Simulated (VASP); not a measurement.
Set up this calculation in VASP 6.6.1, as the native input.

```yaml
Task: single point
Functional: revPBE
Potentials_or_basis: VASP PAW PBE potentials, release 64 (Cs_sv)
Cutoff: 520 eV
k_mesh: 12 × 12 × 12
Occupations: fermi-dirac, width 0.1 eV
Spin: no spin polarisation
Dipole_correction: no
Further_INCAR_settings: ALGO = Normal; EDIFF = 1e-07; NBANDS = 10
```

The structure of Cs lies in POSCAR:

```
Cs
1.0
   -3.0943101446      3.0943101446      3.0943101446
    3.0943101446     -3.0943101446      3.0943101446
    3.0943101446      3.0943101446     -3.0943101446
Cs
1
Direct
    0.0000000000      0.0000000000      0.0000000000
```

These files were run (other wordings do the same):

INCAR

```
SYSTEM = Cs
ALGO = Normal ; EDIFF = 1E-7
ENCUT = 520 ; GGA = RE
ISIF = 2 ; ISMEAR = -1
LASPH = .True. ; LCHARG = .False.
LREAL = .False. ; LWAVE = .False.
NBANDS = 10 ; NELM = 60
PREC = Accurate ; SIGMA = 0.1
```

KPOINTS

```
k-points
0
Gamma
  12 12 12
  0 0 0
```

Potentials or basis: VASP PAW PBE potentials, release 64 (Cs_sv).

Launch:

```console
$ cat potpaw_PBE.64/Cs_sv/POTCAR > POTCAR
$ mpirun -np 1 vasp_std > vasp.out
```

It gave:

* Pressure: 0.2 GPa
* Band gap on the k mesh: zero (an odd number of electrons rules out a gap without spin polarisation)

Caveat: the PAW data sets were made with another functional, which shifts forces and pressure a little; spin-orbit coupling is left out, which moves the levels of the heavy elements.

Run time: 99 s on 1 thread of Intel Xeon 8259CL, with other jobs on the host, peak memory 0.28 GiB.
